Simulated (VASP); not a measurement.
# Al (P-3m1) in VASP: notebook

Al is run at these levels: PBE; tasks: single point.

Program: VASP 6.6.1. These are calculated values, not measurements. Logs are shortened: lines on timing, memory, paths and dates and some standing lists are left out, and cuts for length are marked.

### 1 The cell of the first run

The structure is trigonal, space group P-3m1 (No. 164). The conventional cell has a = 2.856 Å, b = 2.856 Å, c = 28.045 Å, α = 90.00°, β = 90.00°, γ = 120.00°. Within 3.8 Å of Al (site symmetry 3m) lie 12 Al at 2.85 to 2.86 Å. Al (site symmetry 3m) has 12 Al at 2.85 to 2.86 Å within 3.8 Å. Within 3.8 Å of Al (site symmetry 3m) lie 12 Al at 2.85 to 2.86 Å. Al (site symmetry 3m) has 12 Al at 2.85 to 2.88 Å within 3.8 Å. Al (site symmetry 3m) has 12 Al at 2.86 to 2.88 Å within 3.8 Å. Al (site symmetry 3m) has 12 Al at 2.85 to 2.87 Å within 3.8 Å.

### 2 Single point, PBE

INCAR reads:

```
SYSTEM = Al
ALGO     = Fast           ! electronic algorithm
EDIFF    = 1E-6           ! SCF threshold, eV
ENCUT    = 520            ! plane-wave cutoff, eV
GGA      = PE             ! functional
ISIF     = 2              ! what is computed and relaxed
ISMEAR   = 0              ! smearing method
LASPH    = .TRUE.         ! aspherical terms in the spheres
LCHARG   = .TRUE.         ! write CHGCAR
LELF     = .TRUE.         ! ELF
LREAL    = .FALSE.        ! projectors in reciprocal space
LVHAR    = .TRUE.       
LWAVE    = .FALSE.        ! write WAVECAR
NBANDS   = 30             ! bands
NELM     = 80             ! most SCF steps
PREC     = Accurate       ! precision mode
SIGMA    = 0.1            ! smearing width, eV
```

KPOINTS reads:

```
k-points
0
G
  18 18 2
  0 0 0
```

POSCAR reads:

```
Al
1.0
    2.8562264948      0.0000000000      0.0000000000
   -1.4281132474      2.4735647035      0.0000000000
    0.0000000000      0.0000000000     28.0449565798
Al
12
Direct
    0.0000000000      0.0000000000     -0.0000674249
    0.3333333333      0.6666666667      0.0829914858
    0.6666666667      0.3333333333      0.1660742654
    0.0000000000      0.0000000000      0.2489554562
    0.3333333333      0.6666666667      0.3329695537
    0.0000000000      0.0000000000      0.4169146209
    0.6666666667      0.3333333333      0.4997520458
    0.3333333333      0.6666666667      0.5836971130
    0.6666666667      0.3333333333      0.6677112105
    0.0000000000      0.0000000000      0.7505924013
    0.3333333333      0.6666666667      0.8336751808
    0.6666666667      0.3333333333      0.9167340915
```

Potentials or basis: VASP PAW PBE potentials, release 64 (Al).

The run is started by

```bash
$ cat potpaw_PBE.64/Al/POTCAR > POTCAR
$ mpirun -np 1 vasp_std > vasp.out
```

OUTCAR:

```text
SYSTEM = Al
   EDIFF = 1E-6
   ENCUT = 520
   GGA = PE
   ISIF = 2
   ISMEAR = 0
   LASPH = .TRUE.
   LREAL = .FALSE.
   NELM = 80
   PREC = Accurate

 ion  position               nearest neighbor table
   1  0.000  0.000  1.000-   2 2.85   2 2.85   2 2.85  12 2.86  12 2.86  12 2.86
   2  0.333  0.667  0.083-   1 2.85   1 2.85   1 2.85   3 2.85   3 2.85   3 2.85
   3  0.667  0.333  0.166-   4 2.85   4 2.85   4 2.85   2 2.85   2 2.85   2 2.85
   4  0.000  0.000  0.249-   3 2.85   3 2.85   3 2.85   5 2.88   5 2.88   5 2.88
   5  0.333  0.667  0.333-   6 2.87   6 2.87   6 2.87   4 2.88   4 2.88   4 2.88
   6  0.000  0.000  0.417-   7 2.85   7 2.85   7 2.85   5 2.87   5 2.87   5 2.87
   7  0.667  0.333  0.500-   6 2.85   6 2.85   6 2.85   8 2.87   8 2.87   8 2.87
   8  0.333  0.667  0.584-   7 2.87   7 2.87   7 2.87   9 2.88   9 2.88   9 2.88
   9  0.667  0.333  0.668-  10 2.85  10 2.85  10 2.85   8 2.88   8 2.88   8 2.88
  10  0.000  0.000  0.751-   9 2.85   9 2.85   9 2.85  11 2.85  11 2.85  11 2.85
  11  0.333  0.667  0.834-  12 2.85  12 2.85  12 2.85  10 2.85  10 2.85  10 2.85
  12  0.667  0.333  0.917-  11 2.85  11 2.85  11 2.85   1 2.86   1 2.86   1 2.86

  LATTYP: Found a hexagonal cell.
 ALAT       =     2.8562264948
 C/A-ratio  =     9.8188839824

  Lattice vectors:

 A1 = (   2.8562264948,   0.0000000000,   0.0000000000)
 A2 = (  -1.4281132474,   2.4735647035,   0.0000000000)
 A3 = (   0.0000000000,   0.0000000000,  28.0449565798)

Analysis of symmetry for initial positions (statically):
=====================================================================
 Subroutine PRICEL returns:
 Original cell was already a primitive cell.

 Routine SETGRP: Setting up the symmetry group for a
 hexagonal supercell.

 Subroutine GETGRP returns: Found 12 space group operations
 (whereof  6 operations were pure point group operations)
 out of a pool of 24 trial point group operations.

The static configuration has the point symmetry C_3v.
 The point group associated with its full space group is D_3d.

Analysis of symmetry for dynamics (positions and initial velocities):
=====================================================================
 Subroutine PRICEL returns:
 Original cell was already a primitive cell.

 Routine SETGRP: Setting up the symmetry group for a
 hexagonal supercell.

 Subroutine GETGRP returns: Found 12 space group operations
 (whereof  6 operations were pure point group operations)
 out of a pool of 24 trial point group operations.

The dynamic configuration has the point symmetry C_3v.
 The point group associated with its full space group is D_3d.

 Subroutine INISYM returns: Found 12 space group operations
 (whereof  6 operations are pure point group operations),
 and found     1 'primitive' translations

----------------------------------------------------------------------------------------

                                     Primitive cell

  volume of cell :     198.1393

  direct lattice vectors                    reciprocal lattice vectors
     2.856226495  0.000000000  0.000000000     0.350112290  0.202137425  0.000000000
    -1.428113247  2.473564704  0.000000000     0.000000000  0.404274850  0.000000000
     0.000000000  0.000000000 28.044956580     0.000000000  0.000000000  0.035657035

  length of vectors
     2.856226495  2.856226495 28.044956580     0.404274850  0.404274850  0.035657035

  position of ions in fractional coordinates (direct lattice)
     0.000000000  0.000000000  0.999932575
     0.333333333  0.666666667  0.082991486
     0.666666667  0.333333333  0.166074265
     0.000000000  0.000000000  0.248955456
     0.333333333  0.666666667  0.332969554
     0.000000000  0.000000000  0.416914621
     0.666666667  0.333333333  0.499752046
     0.333333333  0.666666667  0.583697113
     0.666666667  0.333333333  0.667711211
     0.000000000  0.000000000  0.750592401
     0.333333333  0.666666667  0.833675181
     0.666666667  0.333333333  0.916734091

  ion indices of the primitive-cell ions
   primitive index   ion index
                 1           1
                 2           2
                 3           3
                 4           4
                 5           5
                 6           6
                 7           7
                 8           8
                 9           9
                10          10
                11          11
                12          12

----------------------------------------------------------------------------------------

 KPOINTS: k-points

Automatic generation of k-mesh.
 Grid dimensions read from file:
 generate k-points for:   18   18    2

 Generating k-lattice:

  Cartesian coordinates                     Fractional coordinates (reciprocal lattice)
     0.019450683  0.011229857  0.000000000     0.055555556 -0.000000000  0.000000000
     0.000000000  0.022459714  0.000000000     0.000000000  0.055555556  0.000000000
     0.000000000  0.000000000  0.017828518     0.000000000  0.000000000  0.500000000

  Length of vectors
     0.022459714  0.022459714  0.017828518

  Shift w.r.t. Gamma in fractional coordinates (k-lattice)
     0.000000000  0.000000000  0.000000000

 Subroutine IBZKPT returns following result:
 ===========================================

 Found     74 irreducible k-points:

 Following reciprocal coordinates:
            Coordinates               Weight
  0.000000  0.000000  0.000000      1.000000
  0.055556 -0.000000  0.000000      6.000000
  0.111111 -0.000000  0.000000      6.000000
  0.166667 -0.000000  0.000000      6.000000
  0.222222 -0.000000  0.000000      6.000000
  0.277778 -0.000000  0.000000      6.000000
[... 16 lines left out ...]
  0.333333  0.111111  0.000000     12.000000
  0.388889  0.111111  0.000000     12.000000
 [... further k-points ...]
   k-points           NKPTS =     74   k-points in BZ     NKDIM =     74   number of bands    NBANDS=     30
   number of dos      NEDOS =    301   number of ions     NIONS =     12
   total plane-waves  NPLWV = 120960
   dimension x,y,z NGX =    24 NGY =   24 NGZ =  210
   dimension x,y,z NGXF=    48 NGYF=   48 NGZF=  420
   ions per type =              12
   NGX,Y,Z   is equivalent  to a cutoff of  13.97, 13.97, 12.45 a.u.
   NGXF,Y,Z  is equivalent  to a cutoff of  27.94, 27.94, 24.90 a.u.
 SYSTEM =  Al
   PREC   = accura    normal or accurate (medium, high low for compatibility)
   ISTART =      0    job   : 0-new  1-cont  2-samecut
   ICHARG =      2    charge: 1-file 2-atom 10-const
   ISPIN  =      1    spin polarized calculation?
   LNONCOLLINEAR =      F non collinear calculations
   LSORBIT =      F    spin-orbit coupling
   LASPH  =      T    aspherical Exc in radial PAW
   ENCUT  =  520.0 eV  38.22 Ry    6.18 a.u.   5.31  5.31 52.15*2*pi/ulx,y,z
   NELM   =     80;   NELMIN=  2; NELMDL= -5     # of ELM steps
   EDIFF  = 0.1E-05   stopping-criterion for ELM
   LREAL  =      F    real-space projection
   EDIFFG = 0.1E-04   stopping-criterion for IOM
   NSW    =      0    number of steps for IOM
   IBRION =     -1    ionic relax: 0-MD 1-quasi-New 2-CG
   NFREE  =      0    steps in history (QN), initial steepest desc. (CG)
   ISIF   =      2    stress and relaxation
   ISYM   =      2    0-nonsym 1-usesym 2-fastsym
   POTIM  = 0.5000    time-step for ionic-motion
   TEBEG  =    0.0;   TEEND  =   0.0 temperature during run
   PSTRESS=    0.0 pullay stress
   NELECT =      36.0000    total number of electrons
   NUPDOWN=      -1.0000    fix difference up-down
   EMIN   =  10.00;   EMAX   =-10.00  energy-range for DOS
   EFERMI =   0.00;   METHOD = LEGACY
   ISMEAR =     0;   SIGMA  =   0.10  broadening in eV -4-tet -1-fermi 0-gaus
   EFERMI_NEDOS =   21; number of points for ismear=-14 and -15
   IALGO  =     68    algorithm
   IMIX   =      4    mixing-type and parameters
     AMIX     =   0.40;   BMIX     =  1.00
     AMIX_MAG =   1.60;   BMIX_MAG =  1.00
  volume/ion in A,a.u.               =      16.51       111.43
  Fermi-wavevector in a.u.,A,eV,Ry     =   0.927226  1.752202 11.697573  0.859747
  Thomas-Fermi vector in A             =   2.053273
   LORBIT       =      0    0 simple, 1 ext, 2 COOP (PROOUT), +10 PAW based schemes
   GGA     = PE    functional components
   LHFCALC =     F    Hartree Fock is set to
   AEXX    =    0.0000 exact exchange contribution
   IVDW    =     0    specifies the selected vdW correction
   LEPSILON=     F    determine dielectric tensor
   LRPA    =     F    only Hartree local field effects (RPA)
 non-spin polarized calculation
 RMM-DIIS sequential band-by-band and
 Gauss-broadening in eV      SIGMA  =   0.10
  energy-cutoff  :      520.00
  volume of cell :      198.14
 maximum number of plane-waves:      5376
 NGX is ok and might be reduce to    24
   NGX = 11   NGY = 11   NGZ =105

 number of electron      36.0000000 magnetization

 Free energy of the ion-electron system (eV)
  ---------------------------------------------------
  ext. energy  EPLUGINS =         0.00000000
  ---------------------------------------------------
  free energy    TOTEN  =       -44.90655467 eV

  energy without entropy =      -44.87768020  energy(sigma->0) =      -44.89211744

 E-fermi :   7.9874     XC(G=0): -10.1943

 val. band max:        7.9864498940   @ k =   0.3333   0.1111   0.5000
 cond. band min:       7.9921547423   @ k =   0.2222   0.2222   0.5000
 fundamental gap:      0.0057048483
 Fermi energy:         7.9873628302

 k-point     1 :       0.0000    0.0000    0.0000
  band No.  band energies     occupation
      1      -3.1402      2.00000
      2      -2.9527      2.00000
      3      -2.9450      2.00000
      4      -2.4010      2.00000
      5      -2.3710      2.00000
      6      -1.4555      2.00000
[... 22 lines left out ...]
     29      18.9176      0.00000
     30      18.9669      0.00000
[... 728 lines left out ...]
  band No.  band energies     occupation
      1       1.7757      2.00000
      2       1.9559      2.00000
      3       1.9637      2.00000
      4       2.4861      2.00000
      5       2.5140      2.00000
      6       3.3835      2.00000
[... 22 lines left out ...]
     29      10.6507      0.00000
     30      11.1267      0.00000

 [... further k-points ...]
[... 5 lines left out ...]
  --------------------------------------------------------------------------------------
  -------------------------------------------------------------------------------------
  Total       -0.0843012     -0.0843012     -0.0084891     -0.0000000      0.0000000      0.0000000
  in kB       -0.6816692     -0.6816692     -0.0686436     -0.0000000      0.0000000      0.0000000
  external PRESSURE =      -0.4773273 kB  Pullay stress =       0.0000000 kB

 VOLUME and BASIS-vectors are now :
 -----------------------------------------------------------------------------
  energy-cutoff  :      520.00
  volume of cell :      198.14
      direct lattice vectors                 reciprocal lattice vectors
     2.856226495  0.000000000  0.000000000     0.350112290  0.202137425  0.000000000
    -1.428113247  2.473564704  0.000000000     0.000000000  0.404274850  0.000000000
     0.000000000  0.000000000 28.044956580     0.000000000  0.000000000  0.035657035

 POSITION                                       TOTAL-FORCE (eV/Angst)
 -----------------------------------------------------------------------------------
      0.00000      0.00000     28.04307         0.000000     -0.000000      0.000164
     -0.00000      1.64904      2.32749         0.000000      0.000000     -0.000252
      1.42811      0.82452      4.65755        -0.000000      0.000000      0.000751
      0.00000      0.00000      6.98194         0.000000      0.000000     -0.000657
     -0.00000      1.64904      9.33812        -0.000000     -0.000000     -0.000508
      0.00000      0.00000     11.69235        -0.000000     -0.000000      0.000196
      1.42811      0.82452     14.01552         0.000000      0.000000     -0.000196
     -0.00000      1.64904     16.36976         0.000000     -0.000000      0.000508
      1.42811      0.82452     18.72593        -0.000000     -0.000000      0.000657
      0.00000      0.00000     21.05033         0.000000     -0.000000     -0.000751
     -0.00000      1.64904     23.38038        -0.000000     -0.000000      0.000252
      1.42811      0.82452     25.70977        -0.000000     -0.000000     -0.000164
 -----------------------------------------------------------------------------------
    total drift:                                0.000000     -0.000000      0.000000

  FREE ENERGIE OF THE ION-ELECTRON SYSTEM (eV)
  ---------------------------------------------------
  free  energy   TOTEN  =       -44.9065546683 eV

  energy  without entropy=      -44.8776802029  energy(sigma->0) =      -44.89211744
```

Wall time 13 min (1 thread of AMD EPYC 7R43 (Zen 3), shared host); peak memory 0.47 GiB.

What came out:

```
Free energy            : -44.9066 eV
Pressure               : 0.0 GPa
Band gap on the k mesh : zero (bands 18 and 19 overlap by 5.70 eV)
```

### 3 Single point, PBE

INCAR reads:

```
SYSTEM = Al
ALGO = Fast
EDIFF = 1E-7
ENCUT = 520
GGA = PE
ISIF = 2
ISMEAR = 0
LASPH = .TRUE.
LCHARG = .FALSE.
LREAL = .FALSE.
LWAVE = .FALSE.
NBANDS = 30
NELM = 100
PREC = Accurate
SIGMA = 0.1
```

KPOINTS reads:

```
k-points
0
G
  30 30 4
  0 0 0
```

POSCAR is that of step 2.

Potentials or basis: VASP PAW PBE potentials, release 64 (Al).

The run is started by

```bash
$ cat potpaw_PBE.64/Al/POTCAR > POTCAR
$ mpirun -np 1 vasp_std > vasp.out
```

Run time: 74 min. Hardware: 1 thread of Oxide Virtual Turin-like, shared host; peak memory 1.3 GiB.

Results (log left out):

* Free energy: -44.9167 eV
* Pressure: 0.0 GPa
* Largest force: 0.012 eV/Å
* Band gap on the k mesh: zero (bands 18 and 19 overlap by 5.65 eV)

Forces on the atoms (eV/Å):
```
Al   0.000  0.000  0.003
Al   0.000  0.000 -0.006
Al   0.000  0.000  0.012
Al   0.000  0.000  0.008
Al   0.000  0.000 -0.002
Al   0.000  0.000 -0.010
Al   0.000  0.000  0.010
Al   0.000  0.000  0.002
Al   0.000  0.000 -0.008
Al   0.000  0.000 -0.012
Al   0.000  0.000  0.006
Al   0.000  0.000 -0.003
```

Stress tensor (GPa, compression positive):
```
-0.13  0.00  0.00
 0.00 -0.13  0.00
 0.00  0.00  0.19
```

Levels at points of the mesh, in eV from the Fermi level:
| k point | band 15 | band 16 | band 17 | band 18 | band 19 | band 20 |
| --- | --- | --- | --- | --- | --- | --- |
| (0.00, 0.00, 0.00) | -2.18 | 0.45 | 0.47 | 3.39 | 3.40 | 6.59 |
| (0.50, 0.00, 0.00) | -2.74 | -2.47 | -2.16 | -1.81 | -0.83 | -0.69 |
| (0.00, 0.00, 0.50) | -0.91 | -0.89 | 1.89 | 1.89 | 4.96 | 4.96 |
| (0.50, 0.00, 0.50) | -2.94 | -2.86 | -1.70 | -1.54 | -1.40 | -1.21 |
